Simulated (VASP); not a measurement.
# AlN in VASP: notebook

The runs below take AlN through single point, with PBE.

Everything below comes from runs of VASP 6.6.1. Logs are shortened: lines on timing, memory, paths and dates and some standing lists are left out, and cuts for length are marked.

### Step 1. The cell of the first run

Symmetry: F-43m, No. 216, cubic system. Conventional cell: a = 4.403 Å, b = 4.403 Å, c = 4.403 Å, α = 90.00°, β = 90.00°, γ = 90.00°. Within 2.5 Å of Al (site symmetry -43m) lie 4 N at 1.91 Å. Within 2.5 Å of N (site symmetry -43m) lie 4 Al at 1.91 Å.

### Step 2. Single point, PBE

INCAR reads:

```
  ALGO = Normal
  EDIFF = 1E-6
  ENCUT = 600
  GGA = PE
  GGA_COMPAT = False
  ISIF = 2
  ISMEAR = 0
  LASPH = True
  LCHARG = True
  LELF = True
  LREAL = Auto
  LVHAR = True
  LWAVE = False
  NBANDS = 141
  NELM = 120
  PREC = Accurate
  SIGMA = 0.01
```

KPOINTS reads:

```
k-points
0
Gamma
  1 1 1
```

POSCAR reads:

```
AlN
1.0
    6.6047613005      0.0000000000      6.6047613005
    6.6047613005      6.6047613005      0.0000000000
    0.0000000000      6.6047613005      6.6047613005
Al N
27 27
Direct
    0.3333333333      0.3333333333      0.0000000000
    0.3333333333      0.6666666667      0.0000000000
    0.3333333333      0.0000000000      0.0000000000
    0.6666666667      0.3333333333      0.0000000000
    0.6666666667      0.6666666667      0.0000000000
    0.6666666667      0.0000000000      0.0000000000
    0.0000000000      0.3333333333      0.0000000000
    0.0000000000      0.6666666667      0.0000000000
    0.0000000000      0.0000000000      0.0000000000
    0.3333333333      0.3333333333      0.3333333333
    0.3333333333      0.6666666667      0.3333333333
    0.3333333333      0.0000000000      0.3333333333
    0.6666666667      0.3333333333      0.3333333333
    0.6666666667      0.6666666667      0.3333333333
    0.6666666667      0.0000000000      0.3333333333
    0.0000000000      0.3333333333      0.3333333333
    0.0000000000      0.6666666667      0.3333333333
    0.0000000000      0.0000000000      0.3333333333
    0.3333333333      0.3333333333      0.6666666667
    0.3333333333      0.6666666667      0.6666666667
    0.3333333333      0.0000000000      0.6666666667
    0.6666666667      0.3333333333      0.6666666667
    0.6666666667      0.6666666667      0.6666666667
    0.6666666667      0.0000000000      0.6666666667
    0.0000000000      0.3333333333      0.6666666667
    0.0000000000      0.6666666667      0.6666666667
    0.0000000000      0.0000000000      0.6666666667
    0.2500000000      0.2500000000      0.2500000000
    0.2500000000      0.5833333333      0.2500000000
    0.2500000000      0.9166666667      0.2500000000
    0.5833333333      0.2500000000      0.2500000000
    0.5833333333      0.5833333333      0.2500000000
    0.5833333333      0.9166666667      0.2500000000
    0.9166666667      0.2500000000      0.2500000000
    0.9166666667      0.5833333333      0.2500000000
    0.9166666667      0.9166666667      0.2500000000
    0.2500000000      0.2500000000      0.5833333333
    0.2500000000      0.5833333333      0.5833333333
    0.2500000000      0.9166666667      0.5833333333
    0.5833333333      0.2500000000      0.5833333333
    0.5833333333      0.5833333333      0.5833333333
    0.5833333333      0.9166666667      0.5833333333
    0.9166666667      0.2500000000      0.5833333333
    0.9166666667      0.5833333333      0.5833333333
    0.9166666667      0.9166666667      0.5833333333
    0.2500000000      0.2500000000      0.9166666667
    0.2500000000      0.5833333333      0.9166666667
    0.2500000000      0.9166666667      0.9166666667
    0.5833333333      0.2500000000      0.9166666667
    0.5833333333      0.5833333333      0.9166666667
    0.5833333333      0.9166666667      0.9166666667
    0.9166666667      0.2500000000      0.9166666667
    0.9166666667      0.5833333333      0.9166666667
    0.9166666667      0.9166666667      0.9166666667
```

Potentials or basis: VASP PAW PBE potentials, release 64 (Al, N).

Run with:

```
$ cat potpaw_PBE.64/Al/POTCAR potpaw_PBE.64/N/POTCAR > POTCAR
$ mpirun -np 1 vasp_gam > vasp.out
```

OUTCAR:

```text
EDIFF = 1E-6
   ENCUT = 600
   GGA = PE
   ISIF = 2
   ISMEAR = 0
   LASPH = True
   LREAL = Auto
   NELM = 120
   PREC = Accurate

 ion  position               nearest neighbor table
   1  0.333  0.333  0.000-  46 1.91  28 1.91  47 1.91  49 1.91  16 3.11  19 3.11   3 3.11   7 3.11
                            10 3.11  12 3.11   6 3.11   8 3.11  20 3.11  22 3.11   4 3.11   2 3.11
   2  0.333  0.667  0.000-  29 1.91  47 1.91  48 1.91  50 1.91  17 3.11  20 3.11  21 3.11   3 3.11
                             8 3.11   9 3.11  11 3.11  10 3.11  23 3.11   1 3.11   4 3.11   5 3.11
   3  0.333  0.000  0.000-  48 1.91  46 1.91  30 1.91  51 1.91  11 3.11  12 3.11  18 3.11  19 3.11
                            21 3.11   1 3.11   2 3.11   7 3.11   9 3.11   5 3.11  24 3.11   6 3.11
   4  0.667  0.333  0.000-  31 1.91  49 1.91  50 1.91  52 1.91  15 3.11  22 3.11  25 3.11   6 3.11
                             7 3.11   9 3.11  13 3.11  23 3.11  10 3.11   2 3.11   5 3.11   1 3.11
   5  0.667  0.667  0.000-  51 1.91  53 1.91  32 1.91  50 1.91  24 3.11  26 3.11   6 3.11   8 3.11
                            14 3.11  23 3.11   7 3.11   3 3.11  11 3.11  13 3.11   4 3.11   2 3.11
   6  0.667  0.000  0.000-  33 1.91  49 1.91  51 1.91  54 1.91  14 3.11  15 3.11  22 3.11  24 3.11
                            27 3.11   4 3.11   5 3.11   8 3.11   9 3.11  12 3.11   1 3.11   3 3.11
   7  0.000  0.333  0.000-  52 1.91  46 1.91  34 1.91  53 1.91  13 3.11  16 3.11  18 3.11  19 3.11
                            25 3.11   1 3.11   3 3.11   4 3.11   9 3.11   5 3.11  26 3.11   8 3.11
   8  0.000  0.667  0.000-  35 1.91  47 1.91  53 1.91  54 1.91  14 3.11  17 3.11  20 3.11  26 3.11
                            27 3.11   2 3.11   5 3.11   6 3.11   9 3.11   1 3.11  16 3.11   7 3.11
   9  0.000  0.000  0.000-  54 1.91  48 1.91  52 1.91  36 1.91   7 3.11   8 3.11  15 3.11  17 3.11
[... 70 lines left out ...]
 A1 = (   6.6047613005,   0.0000000000,   6.6047613005)
 A2 = (   6.6047613005,   6.6047613005,   0.0000000000)
 A3 = (   0.0000000000,   6.6047613005,   6.6047613005)

Analysis of symmetry for initial positions (statically):
=====================================================================
 Subroutine PRICEL returns following result:

  LATTYP: Found a face centered cubic cell.
 ALAT       =     4.4031741999

  Lattice vectors:

 A1 = (   2.2015870999,   0.0000000000,   2.2015870999)
 A2 = (   2.2015870999,   2.2015870999,   0.0000000000)
 A3 = (   0.0000000000,   2.2015870999,   2.2015870999)

  27 primitive cells build up your supercell.

 Routine SETGRP: Setting up the symmetry group for a
 face centered cubic supercell.

 Subroutine GETGRP returns: Found 24 space group operations
 (whereof 24 operations were pure point group operations)
 out of a pool of 48 trial point group operations.

The static configuration has the point symmetry T_d .

Analysis of symmetry for dynamics (positions and initial velocities):
[... 112 lines left out ...]
   ISMEAR =     0;   SIGMA  =   0.01  broadening in eV -4-tet -1-fermi 0-gaus
   EFERMI_NEDOS =   21; number of points for ismear=-14 and -15
   IALGO  =     38    algorithm
   IMIX   =      4    mixing-type and parameters
     AMIX     =   0.40;   BMIX     =  1.00
     AMIX_MAG =   1.60;   BMIX_MAG =  1.00
  volume/ion in A,a.u.               =      10.67        72.01
  Fermi-wavevector in a.u.,A,eV,Ry     =   1.180390  2.230614 18.957286  1.393321
  Thomas-Fermi vector in A             =   2.316684
   LORBIT       =      0    0 simple, 1 ext, 2 COOP (PROOUT), +10 PAW based schemes
   GGA     = PE    functional components
   LHFCALC =     F    Hartree Fock is set to
   AEXX    =    0.0000 exact exchange contribution
   IVDW    =     0    specifies the selected vdW correction
   LEPSILON=     F    determine dielectric tensor
   LRPA    =     F    only Hartree local field effects (RPA)
 non-spin polarized calculation
 Gauss-broadening in eV      SIGMA  =   0.01
  energy-cutoff  :      600.00
  volume of cell :      576.24
 maximum number of plane-waves:      9670
 NGX is ok and might be reduce to    80

 number of electron     216.0000000 magnetization

 Free energy of the ion-electron system (eV)
  ---------------------------------------------------
  ext. energy  EPLUGINS =         0.00000000
  ---------------------------------------------------
  free energy    TOTEN  =      -395.56074916 eV

  energy without entropy =     -395.56074916  energy(sigma->0) =     -395.56074916

 E-fermi :   5.9136     XC(G=0): -10.8004

 val. band max:        5.8665836010   @ k =   0.0000   0.0000   0.0000
 cond. band min:       9.8026181221   @ k =   0.0000   0.0000   0.0000
 fundamental gap:      3.9360345212
 Fermi energy:         5.9135631097

 k-point     1 :       0.0000    0.0000    0.0000
  band No.  band energies     occupation
      1      -9.0057      2.00000
      2      -7.6529      2.00000
      3      -7.6529      2.00000
      4      -7.6529      2.00000
      5      -7.6529      2.00000
      6      -7.6529      2.00000
[... 112 lines left out ...]
    119      11.7743      0.00000
    120      11.7743      0.00000
 [bands above 120 left out]

------------------------ aborting loop because EDIFF is reached ----------------------------------------

  FORCE on cell =-STRESS in cart. coord.  units (eV):
  Direction    XX          YY          ZZ          XY          YZ          ZX
  --------------------------------------------------------------------------------------
  -------------------------------------------------------------------------------------
  Total       -0.1438448     -0.1438448     -0.1438448      0.0000000     -0.0000000     -0.0000000
  in kB       -0.3999480     -0.3999480     -0.3999480      0.0000000     -0.0000000     -0.0000000
  external PRESSURE =      -0.3999480 kB  Pullay stress =       0.0000000 kB

 VOLUME and BASIS-vectors are now :
 -----------------------------------------------------------------------------
  energy-cutoff  :      600.00
  volume of cell :      576.24
      direct lattice vectors                 reciprocal lattice vectors
     6.604761300  0.000000000  6.604761300     0.075702963 -0.075702963  0.075702963
     6.604761300  6.604761300  0.000000000     0.075702963  0.075702963 -0.075702963
     0.000000000  6.604761300  6.604761300    -0.075702963  0.075702963  0.075702963

 POSITION                                       TOTAL-FORCE (eV/Angst)
 -----------------------------------------------------------------------------------
      4.40317      2.20159      2.20159         0.000000      0.000000      0.000000
      6.60476      4.40317      2.20159         0.000000      0.000000      0.000000
      2.20159      0.00000      2.20159         0.000000      0.000000      0.000000
      6.60476      2.20159      4.40317         0.000000      0.000000      0.000000
      8.80635      4.40317      4.40317         0.000000      0.000000      0.000000
      4.40317      0.00000      4.40317         0.000000      0.000000      0.000000
[... 46 lines left out ...]
      9.90714      9.90714     12.10873        -0.000000     -0.000000     -0.000000
     12.10873     12.10873     12.10873         0.000000     -0.000000     -0.000000
 -----------------------------------------------------------------------------------
    total drift:                                0.000000      0.000000      0.000000

  FREE ENERGIE OF THE ION-ELECTRON SYSTEM (eV)
  ---------------------------------------------------
  free  energy   TOTEN  =      -395.5607491592 eV

  energy  without entropy=     -395.5607491592  energy(sigma->0) =     -395.56074916
```

It took 2.6 min on 1 thread of Intel Xeon 6975P-C (Granite Rapids), shared host; peak memory 0.9 GiB.

What came out:

| Quantity | Value |
| --- | --- |
| Free energy | -395.5607 eV |
| Pressure | 0.0 GPa |
| Band gap on the k mesh | 3.94 eV |

Levels at points of the mesh, in eV from the valence-band top:
| k point | band 104 | band 105 | band 106 | band 107 | band 108 | band 109 | band 110 | band 111 | band 112 | band 113 |
| --- | --- | --- | --- | --- | --- | --- | --- | --- | --- | --- |
| (0.00, 0.00, 0.00) | -0.37 | -0.37 | 0.00 | 0.00 | 0.00 | 3.94 | 4.67 | 4.67 | 4.67 | 4.67 |

Caveat: the k points lie up to 0.82 Å⁻¹ apart. PBE gaps usually lie below the measured ones, often by a third to a half.

### Step 3. Single point, PBE

This run uses another cell than the first one: it holds 2 atoms, not 54.

INCAR reads:

```
ALGO = Normal
EDIFF = 1E-6
ENCUT = 600
GGA = PE
GGA_COMPAT = F
ISIF = 2
ISMEAR = -4
LASPH = T
LCHARG = T
LELF = T
LREAL = F
LVHAR = T
LWAVE = F
NBANDS = 11
NELM = 120
PREC = Accurate
SIGMA = 0.02
```

KPOINTS reads:

```
k-points
0
Gamma
  10 10 10
```

POSCAR reads:

```
AlN
1.0
    0.0000000000      2.2095150007      2.2095150007
    2.2095150007      0.0000000000      2.2095150007
    2.2095150007      2.2095150007      0.0000000000
Al N
1 1
Direct
    0.0000000000      0.0000000000      0.0000000000
    0.7500000000      0.7500000000      0.7500000000
```

Potentials or basis: VASP PAW PBE potentials, release 64 (Al, N).

Run with:

```
$ cat potpaw_PBE.64/Al/POTCAR potpaw_PBE.64/N/POTCAR > POTCAR
$ mpirun -np 1 vasp_std > vasp.out
```

It took 24 s on 1 thread of Intel Xeon 6975P-C, shared host; peak memory 0.15 GiB.

Results (log left out):

```
Free energy            : -14.8472 eV
Pressure               : -2.4 GPa
Band gap on the k mesh : 3.30 eV, indirect (least direct gap 3.89 eV)
```

Levels at points of the mesh, in eV from the valence-band top:
```
           k point  band 2  band 3  band 4  band 5  band 6  band 7
(0.00, 0.00, 0.00)    0.00    0.00    0.00    3.89   12.22   12.22
(0.50, 0.00, 0.00)   -5.71   -0.48   -0.48    7.06    9.63   10.93
(0.50, 0.50, 0.00)   -4.80   -1.74   -1.74    3.30    8.40   13.50
```

A k mesh can miss the band edges. Expect the measured gap to be larger: semilocal functionals such as PBE lack the derivative discontinuity.

### Step 4. Single point, PBE (uniaxial strain along c: +4.5 %, then relaxed in part)

INCAR reads:

```
SYSTEM = AlN
  PREC = Accurate
  ENCUT = 520
  EDIFF = 1E-7
  ISMEAR = 0
  SIGMA = 0.02
  LREAL = .False.
  LASPH = .True.
  NELM = 60
  ALGO = Normal
  ISIF = 2
  LWAVE = .False.
  LCHARG = .True.
  GGA = PE
  LELF = .True.
  LVHAR = .True.
  NBANDS = 16
```

KPOINTS reads:

```
regular mesh
0
Gamma
  8 8 6
  0 0 0
```

POSCAR reads:

```
AlN
1.0
    2.1702520810      2.1702520810      0.0000000000
   -2.1702520810      2.1702520810      0.0000000000
    0.0000000000      0.0000000000      4.6013170502
Al N
2 2
Direct
    0.0000000000      0.0000000000      0.0000000000
    0.5000000000      0.5000000000      0.5000000000
    0.5000000000      0.0000000000      0.2500000000
    0.0000000000      0.5000000000      0.7500000000
```

Run with:

```
$ cat potpaw_PBE.64/Al/POTCAR potpaw_PBE.64/N/POTCAR > POTCAR
$ mpirun -np 1 vasp_std > vasp.out
```

Wall time 41 s (1 thread of AMD EPYC 7R13, shared host); peak memory 0.14 GiB.

It converged, with:

```yaml
Free_energy: -29.6415 eV
Pressure: -3.4 GPa
Band_gap_on_the_k_mesh: 3.12 eV
```

Stress tensor (GPa, compression positive):
```
-0.25  0.00  0.00
 0.00 -0.25  0.00
 0.00  0.00 -9.60
```

Levels at points of the mesh, in eV from the valence-band top:
| k point | band 6 | band 7 | band 8 | band 9 | band 10 | band 11 |
| --- | --- | --- | --- | --- | --- | --- |
| (0.00, 0.00, 0.00) | -0.28 | -0.01 | -0.01 | 3.39 | 3.73 | 8.86 |
| (0.50, 0.00, 0.00) | -2.75 | -0.36 | -0.36 | 7.68 | 7.68 | 9.15 |
| (0.50, 0.50, 0.00) | -2.00 | -1.97 | -1.97 | 3.12 | 3.12 | 7.97 |
| (0.00, 0.00, 0.50) | -0.84 | -0.84 | -0.84 | 5.55 | 5.55 | 10.04 |
| (0.50, 0.00, 0.50) | -0.83 | -0.33 | -0.33 | 6.77 | 6.77 | 9.50 |
| (0.50, 0.50, 0.50) | -3.36 | -2.70 | -2.70 | 5.50 | 5.50 | 10.61 |

Caveat: the cell differs from its parent crystal (uniaxial strain along c: +4.5 %, then relaxed in part). A k mesh can miss the band edges.

### Step 5. Single point, PBE (uniaxial strain along c: +4.5 %)

INCAR reads:

```
PREC = Accurate
ENCUT = 520
EDIFF = 1E-7
ISMEAR = 0
SIGMA = 0.02
LREAL = F
LASPH = T
NELM = 80
ALGO = Normal
ISIF = 2
LWAVE = F
LCHARG = F
GGA = PE
NBANDS = 16
```

KPOINTS reads:

```
regular mesh
0
Gamma
  8 8 6
```

Edit POSCAR of step 4 so:

```diff
@@ -2,4 +2,4 @@
 1.0
-    2.1702520810      2.1702520810      0.0000000000
-   -2.1702520810      2.1702520810      0.0000000000
+    2.1768192504      2.1768192504      0.0000000000
+   -2.1768192504      2.1768192504      0.0000000000
     0.0000000000      0.0000000000      4.6013170502
```

Run with:

```
$ cat potpaw_PBE.64/Al/POTCAR potpaw_PBE.64/N/POTCAR > POTCAR
$ mpirun -np 1 vasp_std > vasp.out
```

It took 45 s on 1 thread of AMD EPYC 7R13, shared host; peak memory 0.14 GiB.

It converged, with:

| Item | Value |
| --- | --- |
| Free energy | -29.6402 eV |
| Pressure | -4.4 GPa |
| Band gap on the k mesh | 3.13 eV |

Stress tensor (GPa, compression positive):
```
 -1.49   0.00   0.00
  0.00  -1.49   0.00
  0.00   0.00 -10.29
```

Levels at points of the mesh, in eV from the valence-band top:
```tsv
k point	band 4	band 5	band 6	band 7	band 8	band 9	band 10	band 11	band 12	band 13
(0.00, 0.00, 0.00)	-1.53	-1.53	-0.26	-0.01	-0.01	3.38	3.68	8.80	12.00	12.00
(0.50, 0.00, 0.00)	-4.45	-2.72	-2.72	-0.37	-0.37	7.65	7.65	9.09	9.09	10.49
(0.50, 0.50, 0.00)	-4.69	-1.98	-1.98	-1.95	-1.95	3.13	3.13	7.95	7.95	13.53
(0.00, 0.00, 0.50)	-3.12	-0.84	-0.84	-0.84	-0.84	5.53	5.53	9.99	9.99	10.48
(0.50, 0.00, 0.50)	-5.77	-0.81	-0.81	-0.34	-0.34	6.74	6.74	9.46	9.46	10.44
(0.50, 0.50, 0.50)	-3.76	-3.34	-3.34	-2.68	-2.68	5.51	5.51	10.60	10.60	10.87
```

Caveat: the cell differs from its parent crystal (uniaxial strain along c: +4.5 %). A k mesh can miss the band edges.

### Step 6. Single point, PBE

This run uses another cell than the first one: it holds 4 atoms, not 54.

INCAR reads:

```
PREC = Accurate
ENCUT = 520
EDIFF = 1E-6
ISMEAR = 0
SIGMA = 0.02
LREAL = False
LASPH = True
NELM = 80
ALGO = Normal
ISIF = 2
LWAVE = False
LCHARG = False
GGA = PE
NBANDS = 16
```

KPOINTS is that of step 5.

Edit POSCAR of step 5 so:

```diff
@@ -2,4 +2,4 @@
 1.0
-    2.1768192504      2.1768192504      0.0000000000
-   -2.1768192504      2.1768192504      0.0000000000
+    2.1702520810      2.1702520810      0.0000000000
+   -2.1702520810      2.1702520810      0.0000000000
     0.0000000000      0.0000000000      4.6013170502
```

Potentials or basis: VASP PAW PBE potentials, release 64 (Al, N).

Run with:

```
$ cat potpaw_PBE.64/Al/POTCAR potpaw_PBE.64/N/POTCAR > POTCAR
$ mpirun -np 1 vasp_std > vasp.out
```

Run time: 48 s. Hardware: 1 thread of AMD EPYC 7R13, shared host; peak memory 0.14 GiB.

It converged, with:

```yaml
Free_energy: -29.6415 eV
Pressure: -3.4 GPa
Band_gap_on_the_k_mesh: 3.12 eV
```

Stress tensor (GPa, compression positive):
```
-0.24  0.00  0.00
 0.00 -0.24  0.00
 0.00  0.00 -9.59
```

Levels at points of the mesh, in eV from the valence-band top:
| k point | band 4 | band 5 | band 6 | band 7 | band 8 | band 9 | band 10 | band 11 | band 12 | band 13 |
| --- | --- | --- | --- | --- | --- | --- | --- | --- | --- | --- |
| (0.00, 0.00, 0.00) | -1.52 | -1.52 | -0.28 | -0.01 | -0.01 | 3.39 | 3.73 | 8.86 | 12.06 | 12.06 |
| (0.50, 0.00, 0.00) | -4.48 | -2.75 | -2.75 | -0.36 | -0.36 | 7.68 | 7.68 | 9.15 | 9.15 | 10.51 |
| (0.50, 0.50, 0.00) | -4.71 | -2.00 | -2.00 | -1.97 | -1.97 | 3.12 | 3.12 | 7.97 | 7.97 | 13.62 |
| (0.00, 0.00, 0.50) | -3.14 | -0.84 | -0.84 | -0.84 | -0.84 | 5.55 | 5.55 | 10.04 | 10.04 | 10.49 |
| (0.50, 0.00, 0.50) | -5.80 | -0.83 | -0.83 | -0.33 | -0.33 | 6.77 | 6.77 | 9.50 | 9.50 | 10.47 |
| (0.50, 0.50, 0.50) | -3.77 | -3.36 | -3.36 | -2.70 | -2.70 | 5.50 | 5.50 | 10.61 | 10.61 | 10.88 |

A k mesh can miss the band edges. As with any semilocal functional, this PBE gap is likely too small.

### Step 7. Summary

```csv
cell,k mesh,cutoff (eV),smearing,gap on the mesh (eV),pressure (GPa)
"a = 9.341 Å, angles 60.0°, 54 atoms",1 × 1 × 1,600,gaussian 0.01 eV,3.94,0.0
"a = 3.125 Å, angles 60.0°, 2 atoms",10 × 10 × 10,600,tetrahedron,3.30,-2.4
"a = 3.069, b = 3.069, c = 4.601 Å, 4 atoms",8 × 8 × 6,520,gaussian 0.02 eV,3.12,-3.4
"a = 3.078, b = 3.078, c = 4.601 Å, 4 atoms",8 × 8 × 6,520,gaussian 0.02 eV,3.13,-4.4
```

Alike in all rows: task single point; level PBE; potentials or basis VASP PAW PBE potentials, release 64 (Al, N); no spin polarisation.

Caveats: some runs use coarse meshes.

Total energies depend on the potentials used, so only differences within one code and one set of settings carry meaning.
